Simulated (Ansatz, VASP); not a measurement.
# Two plane-wave programs on Al3Cl

```xyz
4
Lattice="5.7268 0.0000 0.0000 -2.8634 4.9596 0.0000 0.0000 0.0000 2.9276" Properties=species:S:1:pos:R:3 pbc="T T T"
Al    2.8634    0.0000    1.4638
Al   -1.4317    2.4798    1.4638
Al    1.4317    2.4798    1.4638
Cl    0.0000    0.0000    0.0000
```

Alike in both runs: functional PBE; k mesh 6 × 6 × 4; occupations gaussian, width 0.1 eV; no spin polarisation.

Ansatz relaxed the structure, and its values are those at the end. VASP's run is a single point on that final structure, the one shown.

|  | VASP | Ansatz |
| --- | --- | --- |
| version | VASP 6.6.1 | Ansatz 0.2.0 |
| potentials or method | VASP PAW PBE potentials, release 64 (Al, Cl), cutoff 520 eV | scalar-relativistic, plane waves, PAW |
| valence electrons in the cell | 16 | 16 |

|  | VASP | Ansatz | Ansatz less VASP |
| --- | --- | --- | --- |
| gap on the k mesh at the Fermi level (eV) | none | none | - |
| pressure (GPa) | 0.1 | 0.1 | +0.03 |

A gap of «none» marks a metal or a gap that the smearing closes.

The k mesh is coarse, so the values compare programs but aren't converged.
